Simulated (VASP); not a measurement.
Set up this calculation in VASP 6.6.1, as the native input.

```
Task                   : single point
Functional             : PBEsol
Dispersion             : D3(BJ)
Potentials or basis    : VASP PAW PBE potentials, release 64 (Al)
Cutoff                 : 520 eV
k mesh                 : 18 × 18 × 6
Occupations            : gaussian, width 0.15 eV
Spin                   : no spin polarisation
Dipole correction      : no
Further INCAR settings : ALGO = Normal; EDIFF = 1e-07; NBANDS = 14
```

The structure of Al lies in POSCAR:

```
Al
1.0
    2.6699392013      0.0000000000      0.0000000000
   -1.3349696006      2.3122351749      0.0000000000
    0.0000000000      0.0000000000      9.3055390983
Al
4
Direct
    0.0000000000      0.0000000000      0.0000000000
    0.3333333333      0.6666666667      0.2500000000
    0.0000000000      0.0000000000      0.5000000000
    0.6666666667      0.3333333333      0.7500000000
```

This cell differs from its parent crystal: volume 14.362 Å^3 an atom, c/a of the conventional cell 3.4853.

The input as run:

INCAR

```
SYSTEM = Al
PREC = Accurate
ENCUT = 520
EDIFF = 1E-7
ISMEAR = 0
SIGMA = 0.15
LREAL = .False.
LASPH = .True.
NELM = 100
ALGO = Normal
ISIF = 2
LWAVE = .False.
LCHARG = .False.
GGA = PS
IVDW = 12
NBANDS = 14
```

KPOINTS

```
Automatic mesh
0
Gamma
  18 18 6
  0 0 0
```

Potentials or basis: VASP PAW PBE potentials, release 64 (Al).

Run with:

```sh
$ cat potpaw_PBE.64/Al/POTCAR > POTCAR
$ mpirun -np 1 vasp_std > vasp.out
```

It gave:

```yaml
Pressure: 9.8 GPa
Band_gap_on_the_k_mesh: zero (band 6 reaches 12.79 eV, above the bottom of band 7 at 8.05 eV)
Dispersion_energy_per_atom: -0.365 eV
```

Caveat: the PAW data sets were made with another functional, which shifts forces and pressure a little; pairwise dispersion overbinds metals, which lowers pressure and volume.

Wall time 40 s on 1 thread of Intel(R) Xeon(R) 6975P-C (Granite Rapids), on a shared host, peak memory 0.23 GiB.
